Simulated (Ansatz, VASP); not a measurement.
# Hf4Ta in VASP and in Ansatz

File INCAR:

```
PREC = Accurate
ENCUT = 520
EDIFF = 1E-6
ISMEAR = -1
SIGMA = 0.1
LREAL = False
LASPH = True
NELM = 80
ALGO = Normal
ISIF = 2
LWAVE = False
LCHARG = False
LDIPOL = True
IDIPOL = 3
DIPOL = 0.5 0.5 0.500
GGA = PE
NBANDS = 34
```

KPOINTS

```
Automatic mesh
0
Gamma
  12 12 1
```

The input POSCAR:

```
Hf4Ta
1.0
    3.2032284315      0.0000000000      0.0000000000
   -1.6016142158      2.7740771958      0.0000000000
    0.0000000000      0.0000000000     26.1459000000
Ta Hf
1 4
Direct
    0.0000000000      0.0000000000      0.3100409766
    0.3333333333      0.6666666667      0.4010673952
    0.0000000000      0.0000000000      0.4999999953
    0.3333333333      0.6666666667      0.5989326157
    0.0000000000      0.0000000000      0.6899590170
```

Input for Ansatz:

```yaml
crystal:
  lattice:
    - [3.2032284315, 0.0, 0.0]
    - [-1.6016142158, 2.7740771958, 0.0]
    - [0.0, 0.0, 26.1459]
  atoms:
    - { symbol: Ta, position: [0.0, 0.0, 0.3100409766] }
    - { symbol: Hf, position: [0.3333333333, 0.6666666667, 0.4010673952] }
    - { symbol: Hf, position: [0.0, 0.0, 0.4999999953] }
    - { symbol: Hf, position: [0.3333333333, 0.6666666667, 0.5989326157] }
    - { symbol: Hf, position: [0.0, 0.0, 0.689959017] }
kpoints:
  mp_grid: { grid: [12, 12, 1] }
scf:
  occupations: { method: fermi_dirac, width: 0.1 }
hamiltonian:
  xc: pbe
  pseudopotentials: { kind: all_electron, lapw: { basis_error: 0.001 } }
output:
  forces: true
  stress: true
  eigenvalues: true
efield:
  axis: 3
  amplitude: 0
  dipole_correction: true
```

Alike in both runs: task single point; functional PBE; k mesh 12 × 12 × 1; occupations fermi-dirac, width 0.1 eV; no spin polarisation.

```csv
,VASP,Ansatz
version,VASP 6.6.1,Ansatz 0.2.0
potentials or method,"VASP PAW PBE potentials, release 64 (Ta_pv, Hf_pv), cutoff 520 eV","all-electron LAPW, scalar-relativistic"
```

|  | VASP | Ansatz | Ansatz less VASP |
| --- | --- | --- | --- |
| rms of the force components (eV/Å) | 0.210 | 0.200 | -0.0102 |

Atom by atom the forces differ by 0.017 eV/Å (rms over components). Ansatz ran all-electron here, and VASP with PAW potentials.

Neither program's run includes spin-orbit coupling.
